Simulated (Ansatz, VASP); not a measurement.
WF in VASP and in Ansatz

```
W F
1.0
     1.36589    0.78860    5.06960
    -1.36589    0.78860    5.06960
     0.00000   -1.57719    5.06960
W F
1 1
Direct
  0.18588 0.18588 0.18588
  0.06288 0.06288 0.06288
```

Alike in both runs: functional PBE; k mesh 24 × 24 × 24; occupations gaussian, width 0.1 eV; no spin polarisation.

Ansatz relaxed the structure, and its values are those at the end. VASP's run is a single point on that final structure, the one shown.

|  | VASP | Ansatz |
| --- | --- | --- |
| version | VASP 6.6.1 | Ansatz 0.2.0 |
| potentials or method | VASP PAW PBE potentials, release 64 (W_sv, F), cutoff 520 eV | scalar-relativistic, plane waves, PAW |
| valence electrons in the cell | 21 | 21 |

Ansatz gave:

* gap on the k mesh at the Fermi level (eV): none
* pressure (GPa): 0.0
* rms of the force components (eV/Å): 0.000

Q: Estimate VASP's values.

A: gap on the k mesh at the Fermi level (eV): none; pressure (GPa): 1.2; rms of the force components (eV/Å): 0.231.

A gap of «none» marks a metal or a gap that the smearing closes.

Neither program's run includes spin-orbit coupling.
